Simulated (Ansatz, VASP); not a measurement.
## Two plane-wave programs on Cu

```
CELL_PARAMETERS angstrom
2.48737 0.00000 0.00000
-1.24369 2.15413 0.00000
0.00000 0.00000 20.06190
ATOMIC_POSITIONS crystal
Cu 0.16667 0.33333 0.40025
Cu 0.50000 0.00000 0.50000
Cu 0.83333 0.66667 0.59975
```

Alike in both runs: task single point; functional LDA; k mesh 17 × 17 × 1; occupations fermi-dirac, width 0.05 eV; no spin polarisation.

```csv
,VASP,Ansatz
version,VASP 6.6.1,Ansatz 0.2.0
potentials or method,"VASP PAW LDA potentials, release 64 (Cu)","PAW with Ansatz's default frozen-core files, scalar-relativistic"
plane-wave cutoff (eV),520,420
valence electrons in the cell,33,57
```

```csv
,VASP,Ansatz,Ansatz less VASP
rms of the force components (eV/Å),0.017,0.001,-0.0156
```

LDA's correlation is that of Perdew and Zunger in VASP and of Perdew and Wang (1992) in Ansatz. Atom by atom the forces differ by 0.016 eV/Å (rms over components). VASP's potentials hold 33 valence electrons a cell and Ansatz's 57, so a difference there can come from the potentials and not from the codes.
